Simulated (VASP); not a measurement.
Here is a VASP 6.6.1 calculation.

POSCAR

```
H3C4S4N
1.0
    9.1850580000      0.0000000000      0.0000000000
    0.0000000000      9.1850580000      0.0000000000
    0.0000000000      0.0000000000      9.1850580000
C N H S
12 3 9 12
Direct
    0.0749042630      0.5173728898      0.8208222528
    0.1170270237      0.3643744002      0.8575667132
    0.4299700666      1.0364877391      0.6845356883
    0.3580597967      0.8984156660      0.7141707761
    0.7391570091      0.2291112370      0.9030209717
    0.6295877500      0.2020673141      1.0105652027
    0.8444475800      0.7193095569      0.2048109005
    0.3881303744      0.5152607637      0.3577440665
    0.1919203994      0.8606586915      0.2744457357
    0.8637506698      0.8322103138      0.7293367119
    0.4993436078      0.5153478617      0.8442951585
    0.8734185456      0.2142501441      0.3628501856
    0.1323236064      0.2454747700      0.8952148152
    0.3141841891      0.7873875157      0.7515902458
    0.5459083655      0.1896885137      1.1050665113
   -0.0055633835      0.5540302522      0.8999834296
    0.1653990644      0.5934747500      0.8171314759
    0.0137941426      0.5064965295      0.7201805367
    0.3906888775      1.1169880473      0.7631089537
    0.5481838003      1.0339510104      0.6951834164
    0.4154247039      1.0796121266      0.5668336553
    0.7238604264      0.3366663553      0.8563800033
    0.8549646611      0.2104396075      0.9527539184
    0.7247858424      0.1495036830      0.8066797183
    0.7480518904      0.8563800033      0.1774294730
    0.9119702891      0.5685865021      0.2272495176
    0.2573200953      0.4048096376      0.3354578708
    0.5156309301      0.6226199116      0.3562525136
    0.1245609990      0.8620740337      0.4315813792
    0.2511470260      0.8587534232      0.1201843255
    0.9859926851      0.9222805125      0.8046873520
    0.7360432563      0.7556947381      0.6528320235
    0.5317549437      0.5961421256      0.9868636649
    0.4519840811      0.4197904902      0.7080194812
    0.9756824617      0.1873586427      0.2307878731
    0.7588847017      0.2459646961      0.4909168783
```

File INCAR.step1:

```
SYSTEM = H3C4S4N
ALGO = Normal
EDIFF = 1E-4
ENCUT = 520
GGA = PE
ISMEAR = -1
LASPH = .TRUE.
LCHARG = .FALSE.
LREAL = Auto
LWAVE = .TRUE.
NBANDS = 96
NELM = 60
PREC = Accurate
SIGMA = 0.02
```

The input INCAR.step2:

```
SYSTEM = H3C4S4N
ALGO = Normal
EDIFF = 1E-6
ENCUT = 520
ISIF = 2
ISMEAR = -1
ISTART = 1
IVDW = 12
LASPH = .TRUE.
LCHARG = .FALSE.
LMIXTAU = .TRUE.
LREAL = Auto
LWAVE = .FALSE.
METAGGA = R2SCAN
NBANDS = 96
NELM = 60
PREC = Accurate
SIGMA = 0.02
VDW_A1 = 0.49484001
VDW_A2 = 5.73083694
VDW_S6 = 1.0
VDW_S8 = 0.78981345
```

File KPOINTS:

```
k-points
0
G
  1 1 1
  0 0 0
```

Potentials or basis: VASP PAW PBE potentials, release 64 (C, N, H, S).

The run is started by

```bash
$ cat potpaw_PBE.64/C/POTCAR potpaw_PBE.64/N/POTCAR potpaw_PBE.64/H/POTCAR potpaw_PBE.64/S/POTCAR > POTCAR
$ cp INCAR.step1 INCAR
$ mpirun -np 1 vasp_gam > vasp.out
$ cp INCAR.step2 INCAR
$ mpirun -np 1 vasp_gam > vasp.out
```

(1) Predict the dispersion energy per atom.

(2) What does it give for the largest force?

## Answers

(1) -0.047 eV.

(2) 2.494 eV/Å.

Caveat: the k points lie up to 0.68 Å⁻¹ apart; the PAW data sets were made with another functional, which shifts forces and pressure a little.
